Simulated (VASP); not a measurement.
Write the native input for VASP 6.6.1 that does the following.

- Task: single point
- Functional: PBE
- Potentials or basis: VASP PAW PBE potentials, release 64 (B, As)
- Cutoff: 520 eV
- k mesh: 10 × 10 × 10
- Occupations: gaussian, width 0.05 eV
- Spin: no spin polarisation
- Dipole correction: no
- Further INCAR settings: ALGO = Normal; EDIFF = 1e-06; NBANDS = 11

The structure of BAs lies in POSCAR:

```
BAs
1.0
    0.0000000000      2.3563229379      2.4044111611
    2.4044111611      0.0000000000      2.4044111611
    2.4044111611      2.3563229379      0.0000000000
B As
1 1
Direct
    0.0000000000      0.0000000000      0.0000000000
    0.7500000000      0.7500000000      0.7500000000
```

This cell differs from its parent crystal: strain -0.0200 x Voigt [0, 1, 0, 0, 0, 0].

These files were run (other wordings do the same):

INCAR

```
SYSTEM = BAs
  ALGO = Normal
  EDIFF = 1E-6
  ENCUT = 520
  GGA = PE
  ISIF = 2
  ISMEAR = 0
  LASPH = .TRUE.
  LCHARG = .FALSE.
  LREAL = .FALSE.
  LWAVE = .FALSE.
  NBANDS = 11
  NELM = 100
  PREC = Accurate
  SIGMA = 0.05
```

KPOINTS

```
k-points
0
G
  10 10 10
  0 0 0
```

Potentials or basis: VASP PAW PBE potentials, release 64 (B, As).

Command:

```bash
$ cat potpaw_PBE.64/B/POTCAR potpaw_PBE.64/As/POTCAR > POTCAR
$ mpirun -np 1 vasp_std > vasp.out
```

Results of the run:

```json
{
 "Pressure": "3.5 GPa",
 "Band gap on the k mesh": "0.87 eV, indirect (least direct gap 3.06 eV)"
}
```

Caveat: the cell differs from its parent crystal (strain -0.0200 x Voigt [0, 1, 0, 0, 0, 0]).

Wall time 19 s on 1 thread of Intel(R) Xeon(R) Platinum 8559C (Emerald Rapids) (shared host), peak memory 0.18 GiB.
